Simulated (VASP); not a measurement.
GaN, 2 atoms in the cell. Symmetry: F-43m, No. 216, cubic system. Conventional cell: a = 4.498 Å, b = 4.498 Å, c = 4.498 Å, α = 90.00°, β = 90.00°, γ = 90.00°. Within 2.6 Å of Ga (site symmetry -43m) lie 4 N at 1.95 Å. Within 2.6 Å of N (site symmetry -43m) lie 4 Ga at 1.95 Å. 

* Program: VASP 6.6.1
* Task: dielectric tensor
* Functional: PBE
* Potentials or basis: VASP PAW PBE potentials, release 64 (Ga_d, N)
* Cutoff: 520 eV
* k mesh: 8 × 8 × 8
* Occupations: gaussian, width 0.01 eV
* Spin: no spin polarisation
* Dipole correction: no
* Further INCAR settings: ALGO = Normal; EDIFF = 1e-08

Potentials or basis: VASP PAW PBE potentials, release 64 (Ga_d, N).

Command:

```sh
$ cat potpaw_PBE.64/Ga_d/POTCAR potpaw_PBE.64/N/POTCAR > POTCAR
$ mpirun -np 1 vasp_std > vasp.out
```

Hardware: 1 thread of Intel(R) Xeon(R) 6975P-C (Granite Rapids) (shared host).

Task: Estimate the wall time of this run.

Result: Run time: 52 s on 1 thread of Intel(R) Xeon(R) 6975P-C (Granite Rapids), with other jobs on the host, peak memory 0.2 GiB. Counts: scf iterations 130, k points 29.
